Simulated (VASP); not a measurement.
The system is Si2As.

```
Si As
1.0
     0.00000    2.92818    2.92818
     2.92818    0.00000    2.92818
     2.92818    2.92818    0.00000
Si As
2 1
Cartesian
  4.3923 4.3923 4.3923
  2.9282 2.9282 2.9282
  0.0000 0.0000 0.0000
```

| Quantity | Value |
| --- | --- |
| Program | VASP 6.6.1 |
| Task | relaxation of cell and atoms |
| Functional | PBE |
| Potentials or basis | VASP PAW PBE potentials, release 64 (Si, As) |
| Cutoff | 500 eV |
| k mesh | 6 × 6 × 6 |
| Occupations | gaussian, width 0.2 eV |
| Spin | no spin polarisation |

At the start: pressure 9.0 GPa; volume 16.74 Å³/atom.

Question: How do energy, volume and symmetry change on relaxing?

Answer: Over 3 steps the energy falls by 45.8 meV/atom and the volume is 18.50 Å³/atom (+10.6 %); space group F-43m (No. 216, to 0.05 Å).

The path:
```
step  energy change (eV)  largest force (eV/Å)  pressure (GPa)  volume (Å³)
   1              0.0000                0.0000            9.05        50.21
   2             -0.1241                0.0000           -2.21        57.40
   3             -0.1374                0.0000            0.03        55.51
```

Final structure:
```
Si As
1.0
     0.00000    3.02776    3.02776
     3.02776    0.00000    3.02776
     3.02776    3.02776    0.00000
Si As
2 1
Direct
  0.75000 0.75000 0.75000
  0.50000 0.50000 0.50000
  0.00000 0.00000 0.00000
```
